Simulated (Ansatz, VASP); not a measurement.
## NaCl: VASP beside Ansatz

File POSCAR:

```
NaCl
1.0
    3.4595458397      0.0000000000      0.0000000000
    0.0000000000      3.4595458397      0.0000000000
    0.0000000000      0.0000000000      3.4595458397
Na Cl
1 1
Direct
    0.0000000000      0.0000000000      0.0000000000
    0.5000000000      0.5000000000      0.5000000000
```

INCAR.step1

```
SYSTEM = NaCl
ALGO = Normal ; EDIFF = 1E-5
ENCUT = 520 ; GGA = PE
ISIF = 2 ; ISMEAR = 0
LASPH = .TRUE. ; LCHARG = .FALSE.
LREAL = .FALSE. ; LWAVE = .TRUE.
NBANDS = 14 ; NELM = 100
PREC = Accurate ; SIGMA = 0.01
```

File INCAR.step2:

```
SYSTEM = NaCl
AEXX = 0.3 ; ALGO = Normal
EDIFF = 1E-6 ; ENCUT = 520
GGA = PE ; HFSCREEN = 0.2078
ISIF = 2 ; ISMEAR = 0
ISTART = 1 ; LASPH = .TRUE.
LCHARG = .FALSE. ; LHFCALC = .TRUE.
LREAL = .FALSE. ; LWAVE = .FALSE.
NBANDS = 14 ; NELM = 100
PREC = Accurate ; PRECFOCK = Normal
SIGMA = 0.01
```

File KPOINTS:

```
k-points
0
G
  4 4 4
  0 0 0
```

Input for Ansatz:

```yaml
crystal:
  lattice:
    - [3.4595458397, 0.0, 0.0]
    - [0.0, 3.4595458397, 0.0]
    - [0.0, 0.0, 3.4595458397]
  atoms:
    - { symbol: Na, position: [0.0, 0.0, 0.0] }
    - { symbol: Cl, position: [0.5, 0.5, 0.5] }
kpoints:
  mp_grid: { grid: [4, 4, 4] }
hamiltonian:
  xc:
    exchange: pbe
    correlation: pbe
    exx: { coeff: 0.3, omega: 0.2078 }
scf:
  occupations: { method: fixed }
  n_extra_bands: 4
output:
  forces: true
  stress: true
  eigenvalues: true
```

Alike in both runs: task single point; functional PBE-based screened hybrid; k mesh 4 × 4 × 4; no spin polarisation.

|  | VASP | Ansatz |
| --- | --- | --- |
| version | VASP 6.6.1 | Ansatz 0.2.0 |
| potentials or method | VASP PAW PBE potentials, release 64 (Na_pv, Cl) | plane waves |
| plane-wave cutoff (eV) | 520 | 420 |
| occupations | gaussian, width 0.01 eV | fixed |
| valence electrons in the cell | 14 | 16 |

|  | VASP | Ansatz | Ansatz less VASP |
| --- | --- | --- | --- |
| gap on the k mesh at the Fermi level (eV) | 5.69 | 5.70 | +0.010 |
| pressure (GPa) | 0.5 | 0.5 | +0.01 |

VASP's potentials were made for PBE, not for PBE-based screened hybrid. VASP's potentials hold 14 valence electrons a cell and Ansatz's 16, so a difference there can come from the potentials and not from the codes. Ansatz's warnings: stress exchange threshold loose, stress scf threshold loose.

The k mesh is coarse, so the values compare programs but aren't converged.
